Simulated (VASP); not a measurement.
Here is a VASP 6.6.1 calculation.

The input INCAR:

```
SYSTEM = Sr
  PREC = Accurate
  ENCUT = 520
  EDIFF = 1E-8
  ISMEAR = -1
  SIGMA = 0.08
  LREAL = .FALSE.
  LASPH = .TRUE.
  NELM = 60
  ALGO = Normal
  ISIF = 2
  LWAVE = .FALSE.
  LCHARG = .FALSE.
  GGA = PE
  LEFG = .TRUE.
  NBANDS = 17
```

KPOINTS

```
Automatic mesh
0
G
  10 10 5
  0 0 0
```

The input POSCAR:

```
Sr
1.0
    4.3667172541      0.0000000000      0.0000000000
   -2.1833586271      3.7816880731      0.0000000000
    0.0000000000      0.0000000000      7.1427737969
Sr
2
Direct
    0.3333333333      0.6666666667      0.2500000000
    0.6666666667      0.3333333333      0.7500000000
```

Potentials or basis: VASP PAW PBE potentials, release 64 (Sr_sv).

Launch:

```bash
$ cat potpaw_PBE.64/Sr_sv/POTCAR > POTCAR
$ mpirun -np 1 vasp_std > vasp.out
```

(1) Predict the pressure.

(2) Predict the band gap on the k mesh.

Answers

(1) -0.7 GPa.

(2) zero (band 10 reaches 1.47 eV, above the bottom of band 11 at 1.33 eV).

Caveat: without QUAD_EFG the Cq values of the log hold for a quadrupole moment of 1 mb, not for the nuclei.
